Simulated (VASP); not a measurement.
# Eu (Fm-3m) in VASP: further runs

The runs below take Eu through single point, with PBE.

Program: VASP 6.6.1. These are calculated values, not measurements. Logs are shortened: lines on timing, memory, paths and dates and some standing lists are left out, and cuts for length are marked.

### Step 1. The cell of the first run

It takes space group Fm-3m (No. 225, cubic). Conventional cell: a = 5.426 Å, b = 5.426 Å, c = 5.426 Å, α = 90.00°, β = 90.00°, γ = 90.00°. Eu (site symmetry m-3m) has 12 Eu at 3.84 Å within 5.0 Å.

### Step 2. Single point, PBE, collinear spin, ferromagnetic start (volume scaled by 0.92)

File INCAR:

```
  PREC = Accurate
  ENCUT = 520
  EDIFF = 1E-7
  ISMEAR = -1
  SIGMA = 0.08
  LREAL = False
  LASPH = True
  NELM = 150
  ALGO = Normal
  ISIF = 2
  LWAVE = False
  LCHARG = False
  ISPIN = 2
  MAGMOM = 7
  LORBIT = 11
  LMAXMIX = 6
  GGA = PE
  NBANDS = 18
```

File KPOINTS:

```
regular mesh
0
Gamma
  9 9 9
```

File POSCAR:

```
Eu
1.0
    0.0000000000      2.7128446306      2.7128446306
    2.7128446306      0.0000000000      2.7128446306
    2.7128446306      2.7128446306      0.0000000000
Eu
1
Direct
    0.0000000000      0.0000000000      0.0000000000
```

Potentials or basis: VASP PAW PBE potentials, release 64 (Eu).

Command:

```console
$ cat potpaw_PBE.64/Eu/POTCAR > POTCAR
$ mpirun -np 1 vasp_std > vasp.out
```

OUTCAR:

```text
PREC = Accurate
   ENCUT = 520
   EDIFF = 1E-7
   ISMEAR = -1
   LREAL = False
   LASPH = True
   NELM = 150
   ISIF = 2
   ISPIN = 2
   LORBIT = 11
   GGA = PE

 ion  position               nearest neighbor table
   1  0.000  0.000  0.000-

  LATTYP: Found a face centered cubic cell.
 ALAT       =     5.4256892612

  Lattice vectors:

 A1 = (   0.0000000000,   2.7128446306,   2.7128446306)
 A2 = (   2.7128446306,   0.0000000000,   2.7128446306)
 A3 = (   2.7128446306,   2.7128446306,   0.0000000000)

Analysis of symmetry for initial positions (statically):
=====================================================================
 Subroutine PRICEL returns:
 Original cell was already a primitive cell.

 Routine SETGRP: Setting up the symmetry group for a
 face centered cubic supercell.

 Subroutine GETGRP returns: Found 48 space group operations
 (whereof 48 operations were pure point group operations)
 out of a pool of 48 trial point group operations.

The static configuration has the point symmetry O_h .

Analysis of symmetry for dynamics (positions and initial velocities):
=====================================================================
 Subroutine PRICEL returns:
 Original cell was already a primitive cell.

 Routine SETGRP: Setting up the symmetry group for a
 face centered cubic supercell.

 Subroutine GETGRP returns: Found 48 space group operations
 (whereof 48 operations were pure point group operations)
 out of a pool of 48 trial point group operations.

The dynamic configuration has the point symmetry O_h .

Analysis of structural, dynamic, and magnetic symmetry:
=====================================================================
 Subroutine PRICEL returns:
 Original cell was already a primitive cell.

 Routine SETGRP: Setting up the symmetry group for a
 face centered cubic supercell.

 Subroutine GETGRP returns: Found 48 space group operations
 (whereof 48 operations were pure point group operations)
 out of a pool of 48 trial point group operations.

The overall configuration has the point symmetry O_h .

 Subroutine INISYM returns: Found 48 space group operations
 (whereof 48 operations are pure point group operations),
 and found     1 'primitive' translations

----------------------------------------------------------------------------------------

                                     Primitive cell

  volume of cell :      39.9305

  direct lattice vectors                    reciprocal lattice vectors
     0.000000000  2.712844631  2.712844631    -0.184308380  0.184308380  0.184308380
     2.712844631  0.000000000  2.712844631     0.184308380 -0.184308380  0.184308380
     2.712844631  2.712844631  0.000000000     0.184308380  0.184308380 -0.184308380

  length of vectors
     3.836541669  3.836541669  3.836541669     0.319231479  0.319231479  0.319231479

  position of ions in fractional coordinates (direct lattice)
     0.000000000  0.000000000  0.000000000

  ion indices of the primitive-cell ions
   primitive index   ion index
                 1           1

----------------------------------------------------------------------------------------

 KPOINTS: regular mesh

Automatic generation of k-mesh.
 Grid dimensions read from file:
 generate k-points for:    9    9    9

 Generating k-lattice:

  Cartesian coordinates                     Fractional coordinates (reciprocal lattice)
    -0.020478709  0.020478709  0.020478709     0.111111111  0.000000000  0.000000000
     0.020478709 -0.020478709  0.020478709     0.000000000  0.111111111  0.000000000
     0.020478709  0.020478709 -0.020478709     0.000000000  0.000000000  0.111111111

  Length of vectors
     0.035470164  0.035470164  0.035470164

  Shift w.r.t. Gamma in fractional coordinates (k-lattice)
     0.000000000  0.000000000  0.000000000

 Subroutine IBZKPT returns following result:
 ===========================================

 Found     35 irreducible k-points:

 Following reciprocal coordinates:
            Coordinates               Weight
  0.000000  0.000000  0.000000      1.000000
  0.111111  0.000000  0.000000      8.000000
  0.222222  0.000000  0.000000      8.000000
  0.333333  0.000000  0.000000      8.000000
  0.444444  0.000000  0.000000      8.000000
  0.111111  0.111111  0.000000      6.000000
[... 16 lines left out ...]
 -0.333333  0.333333  0.000000     12.000000
  0.444444  0.444444  0.000000      6.000000
 [... further k-points ...]
   k-points           NKPTS =     35   k-points in BZ     NKDIM =     35   number of bands    NBANDS=     18
   number of dos      NEDOS =    301   number of ions     NIONS =      1
   total plane-waves  NPLWV =  27000
   dimension x,y,z NGX =    30 NGY =   30 NGZ =   30
   dimension x,y,z NGXF=    60 NGYF=   60 NGZF=   60
   ions per type =               1
   NGX,Y,Z   is equivalent  to a cutoff of  13.00, 13.00, 13.00 a.u.
   NGXF,Y,Z  is equivalent  to a cutoff of  26.00, 26.00, 26.00 a.u.
 SYSTEM =  unknown system
   PREC   = accura    normal or accurate (medium, high low for compatibility)
   ISTART =      0    job   : 0-new  1-cont  2-samecut
   ICHARG =      2    charge: 1-file 2-atom 10-const
   ISPIN  =      2    spin polarized calculation?
   LNONCOLLINEAR =      F non collinear calculations
   LSORBIT =      F    spin-orbit coupling
   LASPH  =      T    aspherical Exc in radial PAW
   ENCUT  =  520.0 eV  38.22 Ry    6.18 a.u.   7.13  7.13  7.13*2*pi/ulx,y,z
   NELM   =    150;   NELMIN=  2; NELMDL= -5     # of ELM steps
   EDIFF  = 0.1E-06   stopping-criterion for ELM
   LREAL  =      F    real-space projection
   EDIFFG = 0.1E-05   stopping-criterion for IOM
   NSW    =      0    number of steps for IOM
   IBRION =     -1    ionic relax: 0-MD 1-quasi-New 2-CG
   NFREE  =      0    steps in history (QN), initial steepest desc. (CG)
   ISIF   =      2    stress and relaxation
   ISYM   =      2    0-nonsym 1-usesym 2-fastsym
   POTIM  = 0.5000    time-step for ionic-motion
   TEBEG  =    0.0;   TEEND  =   0.0 temperature during run
   PSTRESS=    0.0 pullay stress
   NELECT =      17.0000    total number of electrons
   NUPDOWN=      -1.0000    fix difference up-down
   EMIN   =  10.00;   EMAX   =-10.00  energy-range for DOS
   EFERMI =   0.00;   METHOD = LEGACY
   ISMEAR =    -1;   SIGMA  =   0.08  broadening in eV -4-tet -1-fermi 0-gaus
   EFERMI_NEDOS =   21; number of points for ismear=-14 and -15
   IALGO  =     38    algorithm
   IMIX   =      4    mixing-type and parameters
     AMIX     =   0.40;   BMIX     =  1.00
     AMIX_MAG =   1.60;   BMIX_MAG =  1.00
  volume/ion in A,a.u.               =      39.93       269.46
  Fermi-wavevector in a.u.,A,eV,Ry     =   1.231562  2.327314 20.636562  1.516745
  Thomas-Fermi vector in A             =   2.366366
   LORBIT       =     11    0 simple, 1 ext, 2 COOP (PROOUT), +10 PAW based schemes
   GGA     = PE    functional components
   LHFCALC =     F    Hartree Fock is set to
   AEXX    =    0.0000 exact exchange contribution
   IVDW    =     0    specifies the selected vdW correction
   LEPSILON=     F    determine dielectric tensor
   LRPA    =     F    only Hartree local field effects (RPA)
 spin polarized calculation
  energy-cutoff  :      520.00
  volume of cell :       39.93
 maximum number of plane-waves:      1089
 NGX is ok and might be reduce to    30
   NGX = 15   NGY = 15   NGZ = 15

 number of electron      16.9999999 magnetization       7.4452518

 Free energy of the ion-electron system (eV)
  ---------------------------------------------------
  ext. energy  EPLUGINS =         0.00000000
  ---------------------------------------------------
  free energy    TOTEN  =       -11.47648660 eV

  energy without entropy =      -11.42830593  energy(sigma->0) =      -11.45239627

 E-fermi :   2.2301     XC(G=0):  -9.0290

 val. band max:        2.2226445246   @ k =  -0.3333   0.4444   0.1111
 cond. band min:       2.2414108375   @ k =  -0.4444   0.3333   0.1111
 fundamental gap:      0.0187663129
 Fermi energy:         2.2300766844

 spin component 1

 k-point     1 :       0.0000    0.0000    0.0000
  band No.  band energies     occupation
      1     -39.3404      1.00000
      2     -17.8493      1.00000
      3     -17.8493      1.00000
      4     -17.8493      1.00000
      5      -2.2275      1.00000
      6       1.6144      0.99955
[... 10 lines left out ...]
     17       6.1023      0.00000
     18      10.6916      0.00000

 k-point     2 :       0.1111    0.0000    0.0000
  band No.  band energies     occupation
      1     -39.3357      1.00000
      2     -17.9140      1.00000
      3     -17.8576      1.00000
      4     -17.8576      1.00000
      5      -1.9445      1.00000
      6       1.6121      0.99956
[... 10 lines left out ...]
     17       5.9691      0.00000
     18      11.2759      0.00000

 k-point     3 :       0.2222    0.0000    0.0000
  band No.  band energies     occupation
      1     -39.3237      1.00000
      2     -18.0736      1.00000
      3     -17.8784      1.00000
      4     -17.8784      1.00000
      5      -1.1879      1.00000
      6       1.6161      0.99954
[... 10 lines left out ...]
     17       5.9906      0.00000
     18      10.9183      0.00000

 k-point     4 :       0.3333    0.0000    0.0000
  band No.  band energies     occupation
      1     -39.3100      1.00000
      2     -18.2481      1.00000
      3     -17.9018      1.00000
      4     -17.9018      1.00000
      5      -0.2741      1.00000
      6       1.6502      0.99929
[... 375 lines left out ...]
      4     -18.0015      1.00000
      5       1.1490      1.00000
      6       1.6659      0.99914
[... 10 lines left out ...]
     17       7.7924      0.00000
     18       9.0548      0.00000

 k-point    23 :      -0.3333    0.3333    0.0000
  band No.  band energies     occupation
      1     -39.2897      1.00000
      2     -18.2033      1.00000
      3     -18.1996      1.00000
      4     -17.9728      1.00000
      5       1.4282      0.99996
      6       1.6507      0.99928
[... 10 lines left out ...]
     17       7.4313      0.00000
     18      10.8319      0.00000

 k-point    24 :       0.4444    0.4444    0.0000
  band No.  band energies     occupation
      1     -39.2881      1.00000
      2     -18.3274      1.00000
      3     -18.0319      1.00000
      4     -18.0319      1.00000
      5       0.6667      1.00000
      6       1.5102      0.99988
[... 10 lines left out ...]
     17       7.5810      0.00000
     18      10.0813      0.00000

 [... further k-points ...]

 spin component 2

 k-point     1 :       0.0000    0.0000    0.0000
  band No.  band energies     occupation
      1     -36.1997      1.00000
      2     -15.4847      1.00000
      3     -15.4847      1.00000
      4     -15.4847      1.00000
      5      -1.2568      1.00000
      6       5.2271      0.00000
[... 10 lines left out ...]
     17       7.3192      0.00000
     18      12.3676      0.00000

 k-point     2 :       0.1111    0.0000    0.0000
  band No.  band energies     occupation
      1     -36.1936      1.00000
      2     -15.5653      1.00000
      3     -15.4946      1.00000
      4     -15.4946      1.00000
      5      -0.9604      1.00000
      6       4.7780      0.00000
[... 10 lines left out ...]
     17       7.2998      0.00000
     18      12.8556      0.00000

 k-point     3 :       0.2222    0.0000    0.0000
  band No.  band energies     occupation
      1     -36.1783      1.00000
      2     -15.7624      1.00000
      3     -15.5195      1.00000
      4     -15.5195      1.00000
      5      -0.1744      1.00000
      6       4.1499      0.00000
[... 10 lines left out ...]
     17       7.4906      0.00000
     18      12.0696      0.00000

 k-point     4 :       0.3333    0.0000    0.0000
  band No.  band energies     occupation
      1     -36.1608      1.00000
      2     -15.9758      1.00000
      3     -15.5476      1.00000
      4     -15.5476      1.00000
      5       0.7668      1.00000
      6       3.8115      0.00000
[... 375 lines left out ...]
      4     -15.6692      1.00000
      5       2.0971      0.84058
      6       2.9775      0.00009
[... 10 lines left out ...]
     17       9.2825      0.00000
     18      10.4831      0.00000

 k-point    23 :      -0.3333    0.3333    0.0000
  band No.  band energies     occupation
      1     -36.1349      1.00000
      2     -15.9189      1.00000
      3     -15.9121      1.00000
      4     -15.6338      1.00000
      5       2.6889      0.00322
      6       2.9007      0.00023
[... 10 lines left out ...]
     17       8.9748      0.00000
     18      12.1356      0.00000

 k-point    24 :       0.4444    0.4444    0.0000
  band No.  band energies     occupation
      1     -36.1328      1.00000
      2     -16.0673      1.00000
      3     -15.7066      1.00000
      4     -15.7066      1.00000
      5       1.4972      0.99989
      6       2.6513      0.00514
[... 10 lines left out ...]
     17       9.0448      0.00000
     18      11.4164      0.00000

 [... further k-points ...]

------------------------ aborting loop because EDIFF is reached ----------------------------------------

  FORCE on cell =-STRESS in cart. coord.  units (eV):
  Direction    XX          YY          ZZ          XY          YZ          ZX
  --------------------------------------------------------------------------------------
  -------------------------------------------------------------------------------------
  Total        0.0952010      0.0952010      0.0952010     -0.0000000     -0.0000000     -0.0000000
  in kB        3.8198603      3.8198603      3.8198603     -0.0000000     -0.0000000     -0.0000000
  external PRESSURE =       3.8198603 kB  Pullay stress =       0.0000000 kB

 VOLUME and BASIS-vectors are now :
 -----------------------------------------------------------------------------
  energy-cutoff  :      520.00
  volume of cell :       39.93
      direct lattice vectors                 reciprocal lattice vectors
     0.000000000  2.712844631  2.712844631    -0.184308380  0.184308380  0.184308380
     2.712844631  0.000000000  2.712844631     0.184308380 -0.184308380  0.184308380
     2.712844631  2.712844631  0.000000000     0.184308380  0.184308380 -0.184308380

 POSITION                                       TOTAL-FORCE (eV/Angst)
 -----------------------------------------------------------------------------------
      0.00000      0.00000      0.00000         0.000000      0.000000      0.000000
 -----------------------------------------------------------------------------------
    total drift:                               -0.000000     -0.000000      0.000000

  FREE ENERGIE OF THE ION-ELECTRON SYSTEM (eV)
  ---------------------------------------------------
  free  energy   TOTEN  =       -11.4764866007 eV

  energy  without entropy=      -11.4283059294  energy(sigma->0) =      -11.45239627

 total charge

# of ion       s       p       d       f       tot
--------------------------------------------------
    1        2.087   5.703   0.341   6.608  14.739

 magnetization (x)

# of ion       s       p       d       f       tot
--------------------------------------------------
    1        0.000  -0.087   0.190   6.606   6.708
```

It took 39 s on 1 thread of Intel Xeon 6975P-C (Granite Rapids), shared host; peak memory 0.22 GiB.

What came out:

```
Free energy                                           : -11.4765 eV
Pressure                                              : 0.4 GPa
Net moment                                            : 7.45 μB per cell
Site moments                                          : Eu +6.71 μB
Valence electrons inside the program's atomic spheres : Eu 14.74
```

Caveat: spin-orbit coupling is left out, which moves the levels of the heavy elements.

[end of part 1 of 2]
